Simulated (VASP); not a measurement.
Write the native input for VASP 6.6.1 that does the following.

```
Task                   : relaxation of cell and atoms
Functional             : PBEsol
Potentials or basis    : VASP PAW PBE potentials, release 64 (Rh_pv)
Cutoff                 : 600 eV
k mesh                 : 21 × 21 × 21
Occupations            : fermi-dirac, width 0.1 eV
Spin                   : no spin polarisation
Dipole correction      : no
Further INCAR settings : ALGO = Normal; EDIFF = 1e-07; IBRION = 2; EDIFFG = -0.02; NSW = 80; ISIF = 3
```

The structure of Rh lies in POSCAR:

```
Rh
1.0
    0.0000000000      1.8978500000      1.8978500000
    1.8978500000      0.0000000000      1.8978500000
    1.8978500000      1.8978500000      0.0000000000
Rh
1
Direct
    0.0000000000      0.0000000000      0.0000000000
```

The input as run:

INCAR

```
SYSTEM = Rh
  PREC = Accurate
  ENCUT = 600
  EDIFF = 1E-7
  ISMEAR = -1
  SIGMA = 0.1
  LREAL = .FALSE.
  LASPH = .TRUE.
  NELM = 60
  ALGO = Normal
  ISIF = 3
  LWAVE = .FALSE.
  LCHARG = .FALSE.
  GGA = PS
  IBRION = 2
  NSW = 80
  EDIFFG = -0.02
```

KPOINTS

```
regular mesh
0
G
  21 21 21
  0 0 0
```

Potentials or basis: VASP PAW PBE potentials, release 64 (Rh_pv).

The run is started by

```bash
$ cat potpaw_PBE.64/Rh_pv/POTCAR > POTCAR
$ mpirun -np 1 vasp_std > vasp.out
```

Results of the run:

```
Relaxed volume                         : 13.51 Å³/atom
Relaxed cell                           : a = 2.673 Å, b = 2.673 Å, c = 2.673 Å, α = 60.00°, β = 60.00°, γ = 60.00°
Space group after relaxing (to 0.05 Å) : Fm-3m (No. 225)
Energy gained by relaxing              : 1.7 meV/atom
Ionic steps                            : 3
Pressure after relaxing                : 0.0 GPa
```

Caveat: the PAW data sets were made with another functional, which shifts forces and pressure a little.

Run time: 76 s on 1 thread of Intel(R) Xeon(R) Platinum 8259CL CPU @ 2.50GHz (Skylake/Cascade Lake) (shared host), peak memory 0.19 GiB.
